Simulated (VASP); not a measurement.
Runs of VASP 6.6.1 on Si. The structure is that of space group Fd-3m (No. 227), or close to it. The cells are those of the table. 

```tsv
cell	gap on the mesh (eV)	pressure (GPa)
a = 3.823 Å, angles 60.0°, 2 atoms	(c)	1.6
a = 3.842 Å, angles 60.0°, 2 atoms	0.51	0.1
a = 3.852, b = 3.852, c = 3.842 Å, angles 60.1, 60.1, 59.8°, 2 atoms	0.49	(a)
a = 3.832 Å, angles 60.3°, 2 atoms	(b)	0.1
a = 3.861 Å, angles 60.0°, 2 atoms	0.53	-1.2
a = 3.832, b = 3.832, c = 3.842 Å, angles 59.9, 59.9, 60.2°, 2 atoms	0.44	0.6
```

Alike in all rows: task single point; level PBEsol; potentials or basis VASP PAW PBE potentials, release 64 (Si); no spin polarisation; k mesh 8 × 8 × 8; cutoff (eV) 520; smearing gaussian 0.01 eV.

Task: Fill in the values left out.

Result: (a) -0.3; (b) 0.46; (c) 0.48.

Caveats: the PAW data sets were made with another functional, which shifts forces and pressure a little.

A k mesh can miss the band edges.
